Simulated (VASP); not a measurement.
Runs of VASP 6.6.1 on RbCaH3. The structure is that of space group R-3m (No. 166), or close to it. The cells are those of the table. 

| cell | gap on the mesh (eV) | pressure (GPa) |
| --- | --- | --- |
| a = 4.657 Å, angles 101.4°, 5 atoms | 1.97 | -2.2 |
| a = 4.582 Å, angles 82.7°, 5 atoms | 2.56 | -2.3 |
| a = 4.961 Å, angles 109.5°, 5 atoms | 0.76 | 1.5 |
| a = 5.104 Å, angles 60.0°, 5 atoms | none | -0.3 |
| a = 4.864 Å, angles 67.3°, 5 atoms | (a) | (b) |
| a = 4.553 Å, angles 87.0°, 5 atoms | 2.79 | -2.4 |
| a = 4.573 Å, angles 95.9°, 5 atoms | 2.59 | -2.3 |
| a = 4.552 Å, angles 92.7°, 5 atoms | 2.80 | -2.4 |

Alike in all rows: task single point; level LDA; potentials or basis VASP PAW LDA potentials, release 64 (Rb_sv, Ca_sv, H); no spin polarisation; k mesh 6 × 6 × 6; cutoff (eV) 520; smearing gaussian 0.05 eV.

Task: Fill in the values left out.

Result: (a) 1.14; (b) -1.4.

A k mesh can miss the band edges, and the runs leave out spin-orbit coupling on Rb.

A gap of «none» marks levels without a gap at the run's occupations.
